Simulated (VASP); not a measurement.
Write the native input for VASP 6.6.1 that does the following.

| Property | Result |
| --- | --- |
| Task | single point |
| Functional | LDA |
| Potentials or basis | VASP PAW LDA potentials, release 64 (Ca_sv, Si) |
| Cutoff | 520 eV |
| k mesh | 8 × 8 × 8 |
| Occupations | gaussian, width 0.05 eV |
| Spin | no spin polarisation |
| Dipole correction | no |
| Further INCAR settings | ALGO = Normal; EDIFF = 1e-06; NBANDS = 19 |

The structure of Ca2Si lies in POSCAR:

```
Ca2Si
1.0
    0.0000000000      3.4199606202      3.6652565209
    3.4199606202      0.0000000000      3.6652565209
    3.4199606202      3.4199606202      0.0000000000
Ca Si
2 1
Direct
    0.7500000000      0.7500000000      0.7500000000
    0.2500000000      0.2500000000      0.2500000000
    0.0000000000      0.0000000000      0.0000000000
```

This cell differs from its parent crystal: mode 6 frozen in at +0.000 Å, strain +e along z and -e/2 along x and y +0.0467.

These files were run (other wordings do the same):

INCAR

```
SYSTEM = Ca2Si
PREC = Accurate ; ENCUT = 520
EDIFF = 1E-6 ; ISMEAR = 0
SIGMA = 0.05 ; LREAL = .False.
LASPH = .True. ; NELM = 100
ALGO = Normal ; ISIF = 2
LWAVE = .False. ; LCHARG = .False.
NBANDS = 19
```

KPOINTS

```
regular mesh
0
Gamma
  8 8 8
  0 0 0
```

Potentials or basis: VASP PAW LDA potentials, release 64 (Ca_sv, Si).

Run with:

```console
$ cat potpaw_LDA.64/Ca_sv/POTCAR potpaw_LDA.64/Si/POTCAR > POTCAR
$ mpirun -np 1 vasp_std > vasp.out
```

Results of the run:

```json
{
  "Pressure": "0.1 GPa",
  "Band gap on the k mesh": "0.09 eV, direct"
}
```

Caveat: the cell differs from its parent crystal (mode 6 frozen in at +0.000 Å, strain +e along z and -e/2 along x and y +0.0467).

It took 40 s on 1 thread of Intel(R) Xeon(R) 6975P-C (Granite Rapids), on a shared host, peak memory 0.24 GiB.
